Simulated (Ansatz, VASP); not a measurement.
Tl: VASP beside Ansatz

```
Tl
1.0
     0.00000    3.56015    3.56015
     3.56015    0.00000    3.56015
     3.56015    3.56015    0.00000
Tl
2
Cartesian
  -0.8900 -0.8900 -0.8900
  0.8900 0.8900 0.8900
```

Change from the starting cell: volume scaled by 1, PAW files.

Alike in both runs: task single point; functional PBE; k mesh 10 × 10 × 10; occupations fermi-dirac, width 0.05 eV; no spin polarisation.

|  | VASP | Ansatz |
| --- | --- | --- |
| version | VASP 6.6.1 | Ansatz 0.2.0 |
| potentials or method | VASP PAW PBE potentials, release 64 (Tl_d) | PAW with Ansatz's default frozen-core files, scalar-relativistic |
| plane-wave cutoff (eV) | 520 | 420 |
| valence electrons in the cell | 26 | 26 |

|  | VASP | Ansatz | Ansatz less VASP |
| --- | --- | --- | --- |
| pressure (GPa) | 0.0 | 0.0 | +0.04 |

The functional is the same, so the differences come from potentials, cutoffs and numerics.

Spin-orbit coupling is off throughout.
